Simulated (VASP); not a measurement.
# Ca (I4/mmm) in VASP: single point with PBEsol

Aim: the single point of Ca with PBEsol.

All numbers are computed with VASP 6.6.1; they aren't measurements. Logs are shortened: lines on timing, memory, paths and dates and some standing lists are left out, and cuts for length are marked.

### 1 The cell of the first run

It takes space group I4/mmm (No. 139, tetragonal). Conventional cell: a = 3.335 Å, b = 3.335 Å, c = 17.027 Å, α = 90.00°, β = 90.00°, γ = 90.00°. Within 4.4 Å of Ca (site symmetry 4mm) lie 8 Ca at 3.34 to 3.36 Å.

### 2 Single point, PBEsol

The input, INCAR:

```
SYSTEM = Ca
PREC = Accurate ; ENCUT = 520
EDIFF = 1E-6 ; ISMEAR = 0
SIGMA = 0.1 ; LREAL = .FALSE.
LASPH = .TRUE. ; NELM = 80
ALGO = Normal ; ISIF = 2
LWAVE = .FALSE. ; LCHARG = .FALSE.
GGA = PS ; NBANDS = 17
```

The input, KPOINTS:

```
regular mesh
0
G
  8 8 8
  0 0 0
```

The input, POSCAR:

```
Ca
1.0
   -1.6676340000      1.6676340000      8.5134920000
    1.6676340000     -1.6676340000      8.5134920000
    1.6676340000      1.6676340000     -8.5134920000
Ca
2
Direct
    0.3204030000      0.3204030000      0.0000000000
    0.6795970000      0.6795970000      0.0000000000
```

Potentials or basis: VASP PAW PBE potentials, release 64 (Ca_sv).

On the command line:

```sh
$ cat potpaw_PBE.64/Ca_sv/POTCAR > POTCAR
$ mpirun -np 1 vasp_std > vasp.out
```

OUTCAR:

```text
SYSTEM = Ca
   PREC = Accurate
   ENCUT = 520
   EDIFF = 1E-6
   ISMEAR = 0
   LREAL = .FALSE.
   LASPH = .TRUE.
   NELM = 80
   ISIF = 2
   GGA = PS

 ion  position               nearest neighbor table
   1  0.320  0.320  0.000-
   2  0.680  0.680  0.000-

  LATTYP: Found a body centered tetragonal cell.
 ALAT       =     3.3352680000
 C/A-ratio  =     5.1051321813

  Lattice vectors:

 A1 = (  -1.6676340000,   1.6676340000,   8.5134920000)
 A2 = (   1.6676340000,  -1.6676340000,   8.5134920000)
 A3 = (   1.6676340000,   1.6676340000,  -8.5134920000)

Analysis of symmetry for initial positions (statically):
=====================================================================
 Subroutine PRICEL returns:
 Original cell was already a primitive cell.

 Routine SETGRP: Setting up the symmetry group for a
 body centered tetragonal supercell.

 Subroutine GETGRP returns: Found 16 space group operations
 (whereof 16 operations were pure point group operations)
 out of a pool of 16 trial point group operations.

The static configuration has the point symmetry D_4h.

Analysis of symmetry for dynamics (positions and initial velocities):
=====================================================================
 Subroutine PRICEL returns:
 Original cell was already a primitive cell.

 Routine SETGRP: Setting up the symmetry group for a
 body centered tetragonal supercell.

 Subroutine GETGRP returns: Found 16 space group operations
 (whereof 16 operations were pure point group operations)
 out of a pool of 16 trial point group operations.

The dynamic configuration has the point symmetry D_4h.

 Subroutine INISYM returns: Found 16 space group operations
 (whereof 16 operations are pure point group operations),
 and found     1 'primitive' translations

----------------------------------------------------------------------------------------

                                     Primitive cell

  volume of cell :      94.7042

  direct lattice vectors                    reciprocal lattice vectors
    -1.667634000  1.667634000  8.513492000     0.000000000  0.299825981  0.058730307
     1.667634000 -1.667634000  8.513492000     0.299825981  0.000000000  0.058730307
     1.667634000  1.667634000 -8.513492000     0.299825981  0.299825981  0.000000000

  length of vectors
     8.834112992  8.834112992  8.834112992     0.305523924  0.305523924  0.424017969

  position of ions in fractional coordinates (direct lattice)
     0.320403000  0.320403000  0.000000000
     0.679597000  0.679597000  0.000000000

  ion indices of the primitive-cell ions
   primitive index   ion index
                 1           1
                 2           2

----------------------------------------------------------------------------------------

 KPOINTS: regular mesh

Automatic generation of k-mesh.
 Grid dimensions read from file:
 generate k-points for:    8    8    8

 Generating k-lattice:

  Cartesian coordinates                     Fractional coordinates (reciprocal lattice)
     0.000000000  0.037478248  0.007341288     0.125000000  0.000000000 -0.000000000
     0.037478248  0.000000000  0.007341288     0.000000000  0.125000000 -0.000000000
     0.037478248  0.037478248  0.000000000     0.000000000  0.000000000  0.125000000

  Length of vectors
     0.038190490  0.038190490  0.053002246

  Shift w.r.t. Gamma in fractional coordinates (k-lattice)
     0.000000000  0.000000000  0.000000000

 Subroutine IBZKPT returns following result:
 ===========================================

 Found     59 irreducible k-points:

 Following reciprocal coordinates:
            Coordinates               Weight
  0.000000  0.000000  0.000000      1.000000
  0.125000  0.000000  0.000000      8.000000
  0.250000  0.000000  0.000000      8.000000
  0.375000  0.000000  0.000000      8.000000
  0.500000  0.000000  0.000000      4.000000
  0.125000  0.125000  0.000000      8.000000
[... 16 lines left out ...]
  0.250000  0.125000  0.125000     16.000000
  0.375000  0.125000  0.125000      8.000000
 [... further k-points ...]
   k-points           NKPTS =     59   k-points in BZ     NKDIM =     59   number of bands    NBANDS=     17
   number of dos      NEDOS =    301   number of ions     NIONS =      2
   total plane-waves  NPLWV = 343000
   dimension x,y,z NGX =    70 NGY =   70 NGZ =   70
   dimension x,y,z NGXF=   140 NGYF=  140 NGZF=  140
   ions per type =               2
   NGX,Y,Z   is equivalent  to a cutoff of  13.17, 13.17, 13.17 a.u.
   NGXF,Y,Z  is equivalent  to a cutoff of  26.35, 26.35, 26.35 a.u.
 SYSTEM =  Ca
   PREC   = accura    normal or accurate (medium, high low for compatibility)
   ISTART =      0    job   : 0-new  1-cont  2-samecut
   ICHARG =      2    charge: 1-file 2-atom 10-const
   ISPIN  =      1    spin polarized calculation?
   LNONCOLLINEAR =      F non collinear calculations
   LSORBIT =      F    spin-orbit coupling
   LASPH  =      T    aspherical Exc in radial PAW
   ENCUT  =  520.0 eV  38.22 Ry    6.18 a.u.  16.43 16.43 16.43*2*pi/ulx,y,z
   NELM   =     80;   NELMIN=  2; NELMDL= -5     # of ELM steps
   EDIFF  = 0.1E-05   stopping-criterion for ELM
   LREAL  =      F    real-space projection
   EDIFFG = 0.1E-04   stopping-criterion for IOM
   NSW    =      0    number of steps for IOM
   IBRION =     -1    ionic relax: 0-MD 1-quasi-New 2-CG
   NFREE  =      0    steps in history (QN), initial steepest desc. (CG)
   ISIF   =      2    stress and relaxation
   ISYM   =      2    0-nonsym 1-usesym 2-fastsym
   POTIM  = 0.5000    time-step for ionic-motion
   TEBEG  =    0.0;   TEEND  =   0.0 temperature during run
   PSTRESS=    0.0 pullay stress
   NELECT =      20.0000    total number of electrons
   NUPDOWN=      -1.0000    fix difference up-down
   EMIN   =  10.00;   EMAX   =-10.00  energy-range for DOS
   EFERMI =   0.00;   METHOD = LEGACY
   ISMEAR =     0;   SIGMA  =   0.10  broadening in eV -4-tet -1-fermi 0-gaus
   EFERMI_NEDOS =   21; number of points for ismear=-14 and -15
   IALGO  =     38    algorithm
   IMIX   =      4    mixing-type and parameters
     AMIX     =   0.40;   BMIX     =  1.00
     AMIX_MAG =   1.60;   BMIX_MAG =  1.00
  volume/ion in A,a.u.               =      47.35       319.55
  Fermi-wavevector in a.u.,A,eV,Ry     =   0.974904  1.842301 12.931486  0.950437
  Thomas-Fermi vector in A             =   2.105401
   LORBIT       =      0    0 simple, 1 ext, 2 COOP (PROOUT), +10 PAW based schemes
   GGA     = PS    functional components
   LHFCALC =     F    Hartree Fock is set to
   AEXX    =    0.0000 exact exchange contribution
   IVDW    =     0    specifies the selected vdW correction
   LEPSILON=     F    determine dielectric tensor
   LRPA    =     F    only Hartree local field effects (RPA)
 non-spin polarized calculation
 Gauss-broadening in eV      SIGMA  =   0.10
  energy-cutoff  :      520.00
  volume of cell :       94.70
 maximum number of plane-waves:      2571
 NGX is ok and might be reduce to    70
   NGX = 33   NGY = 33   NGZ = 33

 number of electron      20.0000000 magnetization

 Free energy of the ion-electron system (eV)
  ---------------------------------------------------
  ext. energy  EPLUGINS =         0.00000000
  ---------------------------------------------------
  free energy    TOTEN  =        -2.95076348 eV

  energy without entropy =       -2.94151046  energy(sigma->0) =       -2.94613697

 E-fermi :   1.2946     XC(G=0):  -6.9719

 val. band max:        1.2831201310   @ k =   0.3750   0.2500   0.0000
 cond. band min:       1.3240631458   @ k =   0.2500   0.1250   0.1250
 fundamental gap:      0.0409430148
 Fermi energy:         1.2946082561

 k-point     1 :       0.0000    0.0000    0.0000
  band No.  band energies     occupation
      1     -40.1632      2.00000
      2     -40.0986      2.00000
      3     -21.4510      2.00000
      4     -21.1518      2.00000
      5     -21.1018      2.00000
      6     -21.1018      2.00000
[... 9 lines left out ...]
     16       4.4672      0.00000
     17       4.4672      0.00000

 k-point     2 :       0.1250    0.0000    0.0000
  band No.  band energies     occupation
      1     -40.1555      2.00000
      2     -40.0957      2.00000
      3     -21.4406      2.00000
      4     -21.2037      2.00000
      5     -21.1050      2.00000
      6     -21.0932      2.00000
[... 9 lines left out ...]
     16       4.4108      0.00000
     17       4.4936      0.00000

 k-point     3 :       0.2500    0.0000    0.0000
  band No.  band energies     occupation
      1     -40.1358      2.00000
      2     -40.0900      2.00000
      3     -21.4258      2.00000
      4     -21.3241      2.00000
      5     -21.1570      2.00000
      6     -21.1190      2.00000
[... 9 lines left out ...]
     16       4.4268      0.00000
     17       4.4934      0.00000

 k-point     4 :       0.3750    0.0000    0.0000
  band No.  band energies     occupation
      1     -40.1126      2.00000
      2     -40.0877      2.00000
      3     -21.4533      2.00000
      4     -21.4392      2.00000
      5     -21.2091      2.00000
      6     -21.1466      2.00000
[... 9 lines left out ...]
     16       4.3609      0.00000
     17       4.4843      0.00000
[... 343 lines left out ...]
      1     -40.1115      2.00000
      2     -40.0789      2.00000
      3     -21.3944      2.00000
      4     -21.2813      2.00000
      5     -21.2784      2.00000
      6     -21.1786      2.00000
[... 9 lines left out ...]
     16       3.7961      0.00000
     17       4.3986      0.00000

 k-point    23 :       0.2500    0.1250    0.1250
  band No.  band energies     occupation
      1     -40.0915      2.00000
      2     -40.0738      2.00000
      3     -21.4155      2.00000
      4     -21.3952      2.00000
      5     -21.2409      2.00000
      6     -21.2171      2.00000
[... 9 lines left out ...]
     16       4.0336      0.00000
     17       4.4741      0.00000

 k-point    24 :       0.3750    0.1250    0.1250
  band No.  band energies     occupation
      1     -40.0774      2.00000
      2     -40.0774      2.00000
      3     -21.4436      2.00000
      4     -21.4436      2.00000
      5     -21.2130      2.00000
      6     -21.2130      2.00000
[... 9 lines left out ...]
     16       3.8776      0.00000
     17       4.5873      0.00000

 [... further k-points ...]

------------------------ aborting loop because EDIFF is reached ----------------------------------------

  FORCE on cell =-STRESS in cart. coord.  units (eV):
  Direction    XX          YY          ZZ          XY          YZ          ZX
  --------------------------------------------------------------------------------------
  -------------------------------------------------------------------------------------
  Total        3.3314327      3.3314327      2.2952230      0.0000000      0.0000000      0.0000000
  in kB       56.3601864     56.3601864     38.8298991      0.0000000      0.0000000      0.0000000
  external PRESSURE =      50.5167573 kB  Pullay stress =       0.0000000 kB

 VOLUME and BASIS-vectors are now :
 -----------------------------------------------------------------------------
  energy-cutoff  :      520.00
  volume of cell :       94.70
      direct lattice vectors                 reciprocal lattice vectors
    -1.667634000  1.667634000  8.513492000     0.000000000  0.299825981  0.058730307
     1.667634000 -1.667634000  8.513492000     0.299825981  0.000000000  0.058730307
     1.667634000  1.667634000 -8.513492000     0.299825981  0.299825981  0.000000000

 POSITION                                       TOTAL-FORCE (eV/Angst)
 -----------------------------------------------------------------------------------
      0.00000      0.00000      5.45550         0.000000      0.000000      1.261741
      0.00000      0.00000     11.57149        -0.000000     -0.000000     -1.261741
 -----------------------------------------------------------------------------------
    total drift:                               -0.000000     -0.000000      0.000000

  FREE ENERGIE OF THE ION-ELECTRON SYSTEM (eV)
  ---------------------------------------------------
  free  energy   TOTEN  =        -2.9507634769 eV

  energy  without entropy=       -2.9415104636  energy(sigma->0) =       -2.94613697
```

It took 10 min on 1 thread of Intel Xeon Platinum 8375C at 2.90GHz (Ice Lake), shared host; peak memory 0.66 GiB.

What came out:

```yaml
Free_energy: -2.9508 eV
Pressure: 5.1 GPa
Largest_force: 1.262 eV/Å
Band_gap_on_the_k_mesh: zero (bands 10 and 11 overlap by 0.40 eV)
```

Forces on the atoms (eV/Å):
```
Ca   0.000  0.000  1.262
Ca   0.000  0.000 -1.262
```

Caveat: the cell stands under pressure; the PAW data sets were made with another functional, which shifts forces and pressure a little.

The gap in the log of VASP goes by the Fermi energy; the results here count the filled bands.